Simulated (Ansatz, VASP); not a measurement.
**Rh in VASP and in Ansatz**

```
Rh
1.0
    -2.36156    2.36156    1.34189
     2.36156   -2.36156    1.34189
     2.36156    2.36156   -1.34189
Rh
2
Direct
  0.00000 0.00000 0.00000
  0.75000 0.25000 0.50000
```

Alike in both runs: functional PBEsol; k mesh 24 × 24 × 24; occupations gaussian, width 0.1 eV; no spin polarisation.

Ansatz relaxed the structure, and its values are those at the end. VASP's run is a single point on that final structure, the one shown.

|  | VASP | Ansatz |
| --- | --- | --- |
| version | VASP 6.6.1 | Ansatz 0.2.0 |
| potentials or method | VASP PAW PBE potentials, release 64 (Rh_pv), cutoff 500 eV | scalar-relativistic, plane waves, PAW |
| valence electrons in the cell | 30 | 34 |

```csv
,VASP,Ansatz,Ansatz less VASP
gap on the k mesh at the Fermi level (eV),none,none,-
pressure (GPa),0.0,0.0,-0.05
```

VASP's potentials were made for PBE, not for PBEsol. A gap of «none» marks a metal or a gap that the smearing closes. With one functional, cell and mesh, what is left measures potentials, basis and numerics. VASP's potentials hold 30 valence electrons a cell and Ansatz's 34, so a difference there can come from the potentials and not from the codes.
